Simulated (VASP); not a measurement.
# Al8As6C (a cell with a defect) in VASP: notebook

Aim: see how the results for Al8As6C (a cell with a defect) move with the level of theory and the settings. Levels: PBEsol, LDA, PBEsol+D3(BJ). Tasks: single point.

Program: VASP 6.6.1. These are calculated values, not measurements. Logs are shortened: lines on timing, memory, paths and dates and some standing lists are left out, and cuts for length are marked.

## Step 1: The cell of the first run

The cell holds a defect, 15 atoms: a = 11.348 Å, b = 5.674 Å, c = 5.674 Å, α = 90.00°, β = 90.00°, γ = 90.00°.

## Step 2: Single point, PBEsol

File INCAR:

```
PREC = Accurate
ENCUT = 520
EDIFF = 1E-6
ISMEAR = -1
SIGMA = 0.05
LREAL = F
LASPH = T
NELM = 120
ALGO = Normal
ISIF = 2
LWAVE = F
LCHARG = F
GGA = PS
NELECT = 57.0
ISYM = 0
NBANDS = 42
GGA_COMPAT = F
```

File KPOINTS:

```
Automatic mesh
0
Gamma
  1 1 1
  0.25 0.25 0.25
```

File POSCAR:

```
Al8As6C
1.0
   11.3481970000      0.0000000000      0.0000000000
    0.0000000000      5.6740990000      0.0000000000
    0.0000000000      0.0000000000      5.6740990000
Al As C
8 6 1
Direct
    0.0035810000      0.0058470000      0.0109900000
    0.4993770000      0.9874660000      0.9958450000
    0.2555900000      0.4877080000      0.9882750000
    0.7418270000      0.4875470000      0.0114720000
    0.2444880000      0.9844450000      0.4894780000
    0.7520820000      0.0017540000      0.4997500000
    0.9949830000      0.4927740000      0.5249080000
    0.4999180000      0.4950360000      0.4872290000
    0.1246030000      0.2507960000      0.2562270000
    0.8717740000      0.7337540000      0.2397270000
    0.3826890000      0.2540460000      0.7690830000
    0.8746870000      0.2425650000      0.7397910000
    0.1315150000      0.7539550000      0.7433600000
    0.6275240000      0.7463490000      0.7261350000
    0.6243550000      0.2612830000      0.2358870000
```

Potentials or basis: VASP PAW PBE potentials, release 64 (Al, As, C).

The run is started by

```
$ cat potpaw_PBE.64/Al/POTCAR potpaw_PBE.64/As/POTCAR potpaw_PBE.64/C/POTCAR > POTCAR
$ mpirun -np 1 vasp_std > vasp.out
```

OUTCAR:

```text
PREC = Accurate
   ENCUT = 520
   EDIFF = 1E-6
   ISMEAR = -1
   LREAL = F
   LASPH = T
   NELM = 120
   ISIF = 2
   GGA = PS
   NELECT = 57.0
   ISYM = 0

 ion  position               nearest neighbor table
   1  0.004  0.006  0.011-   9 2.40  10 2.51  12 2.51  13 2.54
   2  0.499  0.987  0.996-  11 2.39  15 2.51  14 2.52
   3  0.256  0.488  0.988-  11 2.32  13 2.49   9 2.52
   4  0.742  0.488  0.011-  15 2.25  10 2.41  14 2.54  12 2.57
   5  0.244  0.984  0.489-  13 2.33   9 2.43  11 2.70
   6  0.752  0.002  0.500-  12 2.38  14 2.40  10 2.52  15 2.55
   7  0.995  0.493  0.525-  12 2.32  13 2.48   9 2.52  10 2.54
   8  0.500  0.495  0.487-  15 2.41  14 2.44  11 2.49
   9  0.125  0.251  0.256-   1 2.40   5 2.43   3 2.52   7 2.52
  10  0.872  0.734  0.240-   4 2.41   1 2.51   6 2.52   7 2.54
  11  0.383  0.254  0.769-   3 2.32   2 2.39   8 2.49   5 2.70
  12  0.875  0.243  0.740-   7 2.32   6 2.38   1 2.51   4 2.57
  13  0.132  0.754  0.743-   5 2.33   7 2.48   3 2.49   1 2.54
  14  0.628  0.746  0.726-   6 2.40   8 2.44   2 2.52   4 2.54
  15  0.624  0.261  0.236-   4 2.25   8 2.41   2 2.51   6 2.55

IMPORTANT INFORMATION: All symmetrisations will be switched off!
NOSYMM: (Re-)initialisation of all symmetry stuff for point group C_1.

----------------------------------------------------------------------------------------

                                     Primitive cell

  volume of cell :     365.3597

  direct lattice vectors                    reciprocal lattice vectors
    11.348197000  0.000000000  0.000000000     0.088119725  0.000000000  0.000000000
     0.000000000  5.674099000  0.000000000     0.000000000  0.176239435  0.000000000
     0.000000000  0.000000000  5.674099000     0.000000000  0.000000000  0.176239435

  length of vectors
    11.348197000  5.674099000  5.674099000     0.088119725  0.176239435  0.176239435

  position of ions in fractional coordinates (direct lattice)
     0.003581000  0.005847000  0.010990000
     0.499377000  0.987466000  0.995845000
     0.255590000  0.487708000  0.988275000
     0.741827000  0.487547000  0.011472000
     0.244488000  0.984445000  0.489478000
     0.752082000  0.001754000  0.499750000
     0.994983000  0.492774000  0.524908000
     0.499918000  0.495036000  0.487229000
     0.124603000  0.250796000  0.256227000
     0.871774000  0.733754000  0.239727000
     0.382689000  0.254046000  0.769083000
[... 87 lines left out ...]
   EFERMI =   0.00;   METHOD = LEGACY
   ISMEAR =    -1;   SIGMA  =   0.05  broadening in eV -4-tet -1-fermi 0-gaus
   EFERMI_NEDOS =   21; number of points for ismear=-14 and -15
   IALGO  =     38    algorithm
   IMIX   =      4    mixing-type and parameters
     AMIX     =   0.40;   BMIX     =  1.00
     AMIX_MAG =   1.60;   BMIX_MAG =  1.00
  volume/ion in A,a.u.               =      24.36       164.37
  Fermi-wavevector in a.u.,A,eV,Ry     =   0.881305  1.665425 10.567624  0.776698
  Thomas-Fermi vector in A             =   2.001783
   LORBIT       =      0    0 simple, 1 ext, 2 COOP (PROOUT), +10 PAW based schemes
   GGA     = PS    functional components
   LHFCALC =     F    Hartree Fock is set to
   AEXX    =    0.0000 exact exchange contribution
   IVDW    =     0    specifies the selected vdW correction
   LEPSILON=     F    determine dielectric tensor
   LRPA    =     F    only Hartree local field effects (RPA)
 non-spin polarized calculation
  energy-cutoff  :      520.00
  volume of cell :      365.36
 maximum number of plane-waves:      9854
 NGX is ok and might be reduce to    84
   NGX = 43   NGY = 21   NGZ = 21

 number of electron      56.9999999 magnetization

 Free energy of the ion-electron system (eV)
  ---------------------------------------------------
  ext. energy  EPLUGINS =         0.00000000
  ---------------------------------------------------
  free energy    TOTEN  =       -74.35245715 eV

  energy without entropy =      -74.26904094  energy(sigma->0) =      -74.31074904

 E-fermi :   2.9541     XC(G=0):  -8.7278

 val. band max:        2.9527283154   @ k =   0.2500   0.2500   0.2500
 cond. band min:       2.9641576551   @ k =   0.2500  -0.2500   0.2500
 fundamental gap:      0.0114293397
 Fermi energy:         2.9540997919

 k-point     1 :       0.2500    0.2500    0.2500
  band No.  band energies     occupation
      1      -8.3107      2.00000
      2      -7.8937      2.00000
      3      -7.5203      2.00000
      4      -7.3762      2.00000
      5      -7.2310      2.00000
      6      -7.1110      2.00000
[... 161 lines left out ...]
     39       6.5031      0.00000
     40       7.2714      0.00000
 [bands above 40 left out]

------------------------ aborting loop because EDIFF is reached ----------------------------------------

  FORCE on cell =-STRESS in cart. coord.  units (eV):
  Direction    XX          YY          ZZ          XY          YZ          ZX
  --------------------------------------------------------------------------------------
  -------------------------------------------------------------------------------------
  Total      -18.0736955    -16.1463586    -16.2173988      1.9184291     -1.5119659     -0.2844539
  in kB      -79.2568594    -70.8050920    -71.1166178      8.4127049     -6.6302805     -1.2473887
  external PRESSURE =     -73.7261897 kB  Pullay stress =       0.0000000 kB

 VOLUME and BASIS-vectors are now :
 -----------------------------------------------------------------------------
  energy-cutoff  :      520.00
  volume of cell :      365.36
      direct lattice vectors                 reciprocal lattice vectors
    11.348197000  0.000000000  0.000000000     0.088119725  0.000000000  0.000000000
     0.000000000  5.674099000  0.000000000     0.000000000  0.176239435  0.000000000
     0.000000000  0.000000000  5.674099000     0.000000000  0.000000000  0.176239435

 POSITION                                       TOTAL-FORCE (eV/Angst)
 -----------------------------------------------------------------------------------
      0.04064      0.03318      0.06236        -0.448667     -0.437920     -0.627669
      5.66703      5.60298      5.65052         1.544761      0.866158      1.366983
      2.90049      2.76730      5.60757        -0.872068      0.591861      0.709474
      8.41840      2.76639      0.06509        -1.331165     -1.618280      0.435030
      2.77450      5.58584      2.77735         1.197264      0.883335     -0.073743
      8.53477      0.00995      2.83563        -0.985818      0.875280     -1.755781
     11.29126      2.79605      2.97838         0.570943      0.695992     -1.014689
      5.67317      2.80888      2.76459         1.179664     -1.344642     -1.373121
      1.41402      1.42304      1.45386         0.393533      0.564056      0.044617
      9.89306      4.16339      1.36023         0.472399      0.534255      0.537891
      4.34283      1.44148      4.36385        -0.252208     -0.673227     -1.576056
      9.92612      1.37634      4.19765        -0.384532     -0.199416      1.457686
      1.49246      4.27802      4.21790        -0.545871     -0.643500      0.940501
      7.12127      4.23486      4.12016        -0.349679     -0.193207      0.753085
      7.08530      1.48255      1.33845        -0.188557      0.099255      0.175792
 -----------------------------------------------------------------------------------
    total drift:                               -0.000097     -0.000067     -0.000086

  FREE ENERGIE OF THE ION-ELECTRON SYSTEM (eV)
  ---------------------------------------------------
  free  energy   TOTEN  =       -74.3524571463 eV

  energy  without entropy=      -74.2690409437  energy(sigma->0) =      -74.31074904
```

stdout:

```text
POSCAR found type information on POSCAR AlAsC
 POSCAR found :  3 types and      15 ions
 scaLAPACK will be used
 -----------------------------------------------------------------------------
|                                                                             |
|                                                                             |
|     You enforced a specific xc type in the INCAR file but a different       |
|     I HOPE YOU KNOW WHAT YOU ARE DOING!                                     |
|                                                                             |
 -----------------------------------------------------------------------------

 LDA part: xc-table for (Slater+PW92), standard interpolation
 POSCAR, INCAR and KPOINTS ok, starting setup
 FFT: planning ... GRIDC
 FFT: planning ... GRID_SOFT
 FFT: planning ... GRID
 WAVECAR not read
 entering main loop
 the old and the new charge density differ
 old charge density:    58.00000 new   57.00000
    0.105E+01
```

Wall time 2.3 min (1 thread of AMD EPYC 7R43 (Zen 3), shared host); peak memory 0.36 GiB.

What came out:

```yaml
Free_energy: -74.3525 eV
Largest_force: 2.255 eV/Å
```

Forces on the atoms (eV/Å):
```
Al  -0.449 -0.438 -0.628
Al   1.545  0.866  1.367
Al  -0.872  0.592  0.709
Al  -1.331 -1.618  0.435
Al   1.197  0.883 -0.074
Al  -0.986  0.875 -1.756
Al   0.571  0.696 -1.015
Al   1.180 -1.345 -1.373
As   0.394  0.564  0.045
As   0.472  0.534  0.538
As  -0.252 -0.673 -1.576
As  -0.385 -0.199  1.458
As  -0.546 -0.643  0.941
As  -0.350 -0.193  0.753
C   -0.189  0.099  0.176
```

Levels at points of the mesh, in eV from the Fermi level:
```tsv
k point	band 25	band 26	band 27	band 28	band 29	band 30	band 31	band 32	band 33	band 34
(0.25, 0.25, 0.25)	-1.02	-0.80	-0.53	-0.17	0.00	1.01	1.64	2.22	2.49	2.78
```

Caveat: the k points lie up to 1.11 Å⁻¹ apart; the cell carries a net charge on a neutralising background, which shifts energy and pressure; the cell is charged against a uniform background, so pressure and absolute levels hang on convention; the PAW data sets were made with another functional, which shifts forces and pressure a little.

## Step 3: Single point, PBEsol, collinear spin

File INCAR:

```
PREC     = Accurate       # precision mode
ENCUT    = 520            # plane-wave cutoff, eV
EDIFF    = 1E-6           # SCF threshold, eV
ISMEAR   = -1             # smearing method
SIGMA    = 0.05           # smearing width, eV
LREAL    = F              # projectors in reciprocal space
LASPH    = T              # aspherical terms in the spheres
NELM     = 200            # most SCF steps
ALGO     = Normal         # electronic algorithm
ISIF     = 2              # what is computed and relaxed
LWAVE    = F              # write WAVECAR
LCHARG   = T              # write CHGCAR
ISPIN    = 2              # spin polarisation
MAGMOM   = 0 0.429 0.429 0.429 0.429 0.429 0 0.429 0 0 0 0 0 0 0.429 # initial moments
LORBIT   = 11             # projections on sites
GGA      = PS             # functional
LELF     = T              # ELF
LVHAR    = T            
NELECT   = 57.0         
ISYM     = 0            
NBANDS   = 46             # bands
GGA_COMPAT= F
```

KPOINTS is that of step 2.

POSCAR is that of step 2.

Potentials or basis: VASP PAW PBE potentials, release 64 (Al, As, C).

The run is started by

```
$ cat potpaw_PBE.64/Al/POTCAR potpaw_PBE.64/As/POTCAR potpaw_PBE.64/C/POTCAR > POTCAR
$ mpirun -np 1 vasp_std > vasp.out
```

Run time: 6.3 min. Hardware: 1 thread of AMD EPYC 7R43 (Zen 3), shared host; peak memory 0.5 GiB.

The run converged. Its results:

```
Free energy                                           : -74.3832 eV
Largest force                                         : 2.164 eV/Å
Net moment                                            : 0.96 μB per cell
Site moments                                          : Al +0.00, +0.01, -0.00; As +0.01, +0.03, +0.00, +0.05; C +0.26 μB
Valence electrons inside the program's atomic spheres : Al 0.74, 0.69, 0.72, 0.73, 0.76; As 2.86, 2.83, 2.90, 2.87, 2.84; C 2.08
```

Forces in eV/Å, atoms in the order of the input:
```
Al  -0.443 -0.460 -0.629
Al   1.416  0.764  1.371
Al  -0.864  0.621  0.729
Al  -1.220 -1.579  0.425
Al   1.210  0.852 -0.096
Al  -0.876  0.800 -1.744
Al   0.579  0.704 -1.023
Al   1.069 -1.279 -1.380
As   0.396  0.574  0.048
As   0.450  0.544  0.541
As  -0.238 -0.670 -1.570
As  -0.422 -0.187  1.461
As  -0.552 -0.643  0.946
As  -0.343 -0.185  0.756
C   -0.163  0.146  0.164
```

Levels at points of the mesh, in eV from the Fermi level:
Spin up:
```tsv
k point	band 26	band 27	band 28	band 29	band 30	band 31	band 32	band 33
(0.25, 0.25, 0.25)	-0.92	-0.69	-0.33	-0.19	0.95	1.57	2.16	2.43
```
Spin down:
```
           k point  band 26  band 27  band 28  band 29  band 30  band 31
(0.25, 0.25, 0.25)    -0.80    -0.50    -0.12     0.11     1.02     1.65
```

Caveat: the k points lie up to 1.11 Å⁻¹ apart; the cell carries a net charge on a neutralising background, which shifts energy and pressure; the cell is charged against a uniform background, so pressure and absolute levels hang on convention; the PAW data sets were made with another functional, which shifts forces and pressure a little.

## Step 4: Single point, LDA, collinear spin

File INCAR:

```
SYSTEM = Al8As6C
PREC = Accurate
ENCUT = 520
EDIFF = 1E-6
ISMEAR = -1
SIGMA = 0.05
LREAL = .FALSE.
LASPH = .TRUE.
NELM = 200
ALGO = Normal
ISIF = 2
LWAVE = .FALSE.
LCHARG = .FALSE.
ISPIN = 2
MAGMOM = 0 0.429 0.429 0.429 0.429 0.429 0 0.429 0 0 0 0 0 0 0.429
LORBIT = 11
GGA = CA
NBANDS = 46
NELECT = 57.0
ISYM = 0
GGA_COMPAT = .FALSE.
```

KPOINTS is that of step 3.

POSCAR is that of step 3.

Potentials or basis: VASP PAW LDA potentials, release 64 (Al, As, C).

The run is started by

```
$ cat potpaw_LDA.64/Al/POTCAR potpaw_LDA.64/As/POTCAR potpaw_LDA.64/C/POTCAR > POTCAR
$ mpirun -np 1 vasp_std > vasp.out
```

Run time: 4.3 min. Hardware: 1 thread of AMD EPYC 7R43 (Zen 3), shared host; peak memory 0.33 GiB.

The run converged. Its results:

* Free energy: -77.4169 eV
* Largest force: 2.187 eV/Å
* Net moment: 0.89 μB per cell
* Site moments: Al +0.00, +0.01, -0.00; As +0.01, +0.03, +0.00, +0.02, +0.05; C +0.23 μB
* Valence electrons inside the program's atomic spheres: Al 0.76, 0.71, 0.73, 0.75, 0.74, 0.77; As 2.87, 2.85, 2.88, 2.90; C 2.09

Forces in eV/Å, atoms in the order of the input:
```
Al  -0.440 -0.435 -0.621
Al   1.494  0.883  1.251
Al  -0.897  0.519  0.624
Al  -1.227 -1.566  0.429
Al   1.072  0.899 -0.013
Al  -0.886  0.802 -1.688
Al   0.552  0.665 -1.002
Al   1.181 -1.334 -1.269
As   0.380  0.522  0.037
As   0.438  0.535  0.541
As  -0.248 -0.643 -1.514
As  -0.385 -0.179  1.418
As  -0.536 -0.634  0.909
As  -0.342 -0.179  0.742
C   -0.155  0.145  0.157
```

Levels at points of the mesh, in eV from the Fermi level:
Spin up:
```csv
k point,band 26,band 27,band 28,band 29,band 30,band 31,band 32,band 33
"(0.25, 0.25, 0.25)",-0.88,-0.65,-0.28,-0.14,0.94,1.56,2.17,2.44
```
Spin down:
| k point | band 25 | band 26 | band 27 | band 28 | band 29 | band 30 | band 31 | band 32 |
| --- | --- | --- | --- | --- | --- | --- | --- | --- |
| (0.25, 0.25, 0.25) | -1.00 | -0.78 | -0.49 | -0.11 | 0.09 | 1.00 | 1.62 | 2.22 |

Caveat: the k points lie up to 1.11 Å⁻¹ apart; the cell carries a net charge on a neutralising background, which shifts energy and pressure; the cell is charged against a uniform background, so pressure and absolute levels hang on convention.

## Step 5: Single point, PBEsol+D3(BJ), collinear spin

File INCAR:

```
PREC = Accurate
ENCUT = 520
EDIFF = 1E-6
ISMEAR = -1
SIGMA = 0.05
LREAL = False
LASPH = True
NELM = 200
ALGO = Normal
ISIF = 2
LWAVE = False
LCHARG = False
ISPIN = 2
MAGMOM = 0 0.429 0.429 0.429 0.429 0.429 0 0.429 0 0 0 0 0 0 0.429
LORBIT = 11
GGA = PS
IVDW = 12
NBANDS = 46
NELECT = 57.0
ISYM = 0
GGA_COMPAT = False
```

KPOINTS is that of step 4.

POSCAR is that of step 4.

Potentials or basis: VASP PAW PBE potentials, release 64 (Al, As, C).

The run is started by

```
$ cat potpaw_PBE.64/Al/POTCAR potpaw_PBE.64/As/POTCAR potpaw_PBE.64/C/POTCAR > POTCAR
$ mpirun -np 1 vasp_std > vasp.out
```

Wall time 5.4 min (1 thread of AMD EPYC 7R43 (Zen 3), shared host); peak memory 0.48 GiB.

It converged, with:

```yaml
Free_energy: -77.9925 eV
Largest_force: 2.089 eV/Å
Net_moment: 0.96 μB per cell
Site_moments: Al +0.00, +0.01, -0.00; As +0.01, +0.03, +0.00, +0.05; C +0.26 μB
Valence_electrons_inside_the_program's_atomic_spheres: Al 0.74, 0.69, 0.72, 0.73, 0.76; As 2.86, 2.83, 2.90, 2.87, 2.84; C 2.08
Dispersion_energy_per_atom: -0.241 eV
```

Forces in eV/Å, atoms in the order of the input:
```
Al  -0.448 -0.461 -0.628
Al   1.320  0.670  1.301
Al  -0.879  0.624  0.733
Al  -1.185 -1.564  0.411
Al   1.195  0.847 -0.100
Al  -0.836  0.775 -1.720
Al   0.575  0.703 -1.025
Al   1.025 -1.233 -1.339
As   0.388  0.573  0.047
As   0.454  0.545  0.540
As  -0.246 -0.668 -1.570
As  -0.419 -0.187  1.462
As  -0.561 -0.645  0.946
As  -0.322 -0.191  0.747
C   -0.061  0.211  0.195
```

Levels at points of the mesh, in eV from the Fermi level:
Spin up:
```tsv
k point	band 25	band 26	band 27	band 28	band 29	band 30	band 31	band 32	band 33	band 34
(0.25, 0.25, 0.25)	-1.11	-0.92	-0.69	-0.33	-0.19	0.95	1.57	2.16	2.43	2.72
```
Spin down:
```tsv
k point	band 24	band 25	band 26	band 27	band 28	band 29	band 30	band 31	band 32	band 33
(0.25, 0.25, 0.25)	-1.30	-1.01	-0.80	-0.50	-0.12	0.11	1.02	1.65	2.21	2.47
```

Caveat: the k points lie up to 1.11 Å⁻¹ apart; the cell carries a net charge on a neutralising background, which shifts energy and pressure; the cell is charged against a uniform background, so pressure and absolute levels hang on convention; three body term missing; the PAW data sets were made with another functional, which shifts forces and pressure a little.
